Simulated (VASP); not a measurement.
Crystal: V.

```
V
1.0
     2.62293    0.00000    0.00000
    -0.87431    2.47292    0.00000
    -0.87431   -1.23646    2.14161
V
1
Direct
  0.00000 0.00000 0.00000
```

| Quantity | Value |
| --- | --- |
| Program | VASP 6.6.1 |
| Task | relaxation of volume and atoms at fixed shape |
| Functional | PBEsol |
| Potentials or basis | VASP PAW PBE potentials, release 64 (V_sv) |
| Cutoff | 600 eV |
| k mesh | 10 × 10 × 10 |
| Occupations | fermi-dirac, width 0.02 eV |
| Spin | collinear spin, ferromagnetic start |
| Starting moments | [1.5] μB |

At the start: pressure -11.1 GPa; volume 13.89 Å³/atom.

How do energy, volume and symmetry change on relaxing?

Over 4 steps the energy falls by 30.6 meV/atom and the volume is 13.05 Å³/atom (-6.0 %); space group Im-3m (No. 229, to 0.05 Å); moment 0.00 μB per cell.

Step by step:
```tsv
step	energy change (eV)	largest force (eV/Å)	pressure (GPa)	volume (Å³)
1	0.0000	0.0000	-11.09	13.89
2	0.0240	0.0000	18.01	12.05
3	-0.0305	0.0000	-0.37	13.08
4	-0.0306	0.0000	0.01	13.05
```

Final structure:
```
CELL_PARAMETERS angstrom
2.56908 0.00000 0.00000
-0.85636 2.42215 0.00000
-0.85636 -1.21107 2.09764
ATOMIC_POSITIONS crystal
V 0.00000 0.00000 0.00000
```

Caveat: the PAW data sets were made with another functional, which shifts forces and pressure a little.
